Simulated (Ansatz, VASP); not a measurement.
TaN in VASP and in Ansatz

INCAR

```
SYSTEM = TaN
PREC     = Accurate       ! precision mode
ENCUT    = 520            ! plane-wave cutoff, eV
EDIFF    = 1E-6           ! SCF threshold, eV
ISMEAR   = 0              ! smearing method
SIGMA    = 0.15           ! smearing width, eV
LREAL    = .FALSE.        ! projectors in reciprocal space
LASPH    = .TRUE.         ! aspherical terms in the spheres
NELM     = 60             ! most SCF steps
ALGO     = Normal         ! electronic algorithm
ISIF     = 2              ! what is computed and relaxed
LWAVE    = .FALSE.        ! write WAVECAR
LCHARG   = .FALSE.        ! write CHGCAR
GGA      = PS             ! functional
NBANDS   = 15             ! bands
```

KPOINTS

```
regular mesh
0
G
  18 18 18
  0 0 0
```

File POSCAR:

```
TaN
1.0
   -0.3281165460      2.1874436400      2.1874436400
    1.8593270940      0.0000000000      1.8593270940
    2.1874436400      2.1874436400     -0.3281165460
Ta N
1 1
Direct
    0.5000000000      0.5000000000      0.5000000000
    0.0000000000      0.0000000000      0.0000000000
```

Input for Ansatz:

```yaml
crystal:
  lattice:
    - [-0.328116546, 2.18744364, 2.18744364]
    - [1.859327094, 0.0, 1.859327094]
    - [2.18744364, 2.18744364, -0.328116546]
  atoms:
    - { symbol: Ta, position: [0.5, 0.5, 0.5] }
    - { symbol: "N", position: [0.0, 0.0, 0.0] }
basis:
  ecutwfc: 520.0
kpoints:
  mp_grid: { grid: [18, 18, 18] }
hamiltonian:
  xc: pbesol
  pseudopotentials: { kind: paw, azcp: { folder: soft_1 } }
scf:
  occupations: { method: gaussian, width: 0.15 }
output:
  forces: true
  stress: true
  eigenvalues: true
```

Change from the starting cell: engineering shear strain xz -0.3000, normal strain along z +0.0000.

Alike in both runs: task single point; functional PBEsol; k mesh 18 × 18 × 18; occupations gaussian, width 0.15 eV; no spin polarisation.

|  | VASP | Ansatz |
| --- | --- | --- |
| version | VASP 6.6.1 | Ansatz 0.2.0 |
| potentials or method | VASP PAW PBE potentials, release 64 (Ta_pv, N), cutoff 520 eV | scalar-relativistic, plane waves, PAW |
| valence electrons in the cell | 16 | 18 |

```csv
,VASP,Ansatz,Ansatz less VASP
gap on the k mesh at the Fermi level (eV),none,none,-
pressure (GPa),11.4,10.0,-1.38
"traceless stress, the component that is largest in VASP (GPa)",30.85,30.97,+0.121
```

VASP's potentials were made for PBE, not for PBEsol, and Ansatz warns of the same on its side. A gap of «none» marks a metal or a gap that the smearing closes. With one functional, cell and mesh, what is left measures potentials, basis and numerics. VASP's potentials hold 16 valence electrons a cell and Ansatz's 18, so a difference there can come from the potentials and not from the codes.

Neither program's run includes spin-orbit coupling.
